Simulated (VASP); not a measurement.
CaSe, 4 atoms in the cell. The structure is hexagonal, space group P6_3/mmc (No. 194). Conventional cell: a = 4.132 Å, b = 4.132 Å, c = 7.163 Å, α = 90.00°, β = 90.00°, γ = 120.00°. Ca (site symmetry -3m) has 6 Se at 2.98 Å and 2 Ca at 3.58 Å within 3.9 Å. Within 3.9 Å of Se (site symmetry -6m2) lie 6 Ca at 2.98 Å. 

| Item | Value |
| --- | --- |
| Program | VASP 6.6.1 |
| Task | single point |
| Functional | r2SCAN |
| Potentials or basis | VASP PAW PBE potentials, release 64 (Ca_sv, Se) |
| Cutoff | 520 eV |
| k mesh | 6 × 6 × 4 |
| Occupations | gaussian, width 0.01 eV |
| Spin | no spin polarisation |
| Dipole correction | no |
| Further INCAR settings | ALGO = Normal; EDIFF = 1e-07; NBANDS = 24 |

Potentials or basis: VASP PAW PBE potentials, release 64 (Ca_sv, Se).

Launch:

```bash
$ cat potpaw_PBE.64/Ca_sv/POTCAR potpaw_PBE.64/Se/POTCAR > POTCAR
$ cp INCAR.step1 INCAR
$ mpirun -np 1 vasp_std > vasp.out
$ cp INCAR.step2 INCAR
$ mpirun -np 1 vasp_std > vasp.out
```

Hardware: 1 thread of Intel(R) Xeon(R) Platinum 8488C (Sapphire Rapids) (shared host).

Question: Estimate the wall time of this run.

Answer: Run time: 2.7 min on 1 thread of Intel(R) Xeon(R) Platinum 8488C (Sapphire Rapids) (shared host), peak memory 0.25 GiB. Counts: k points 21.
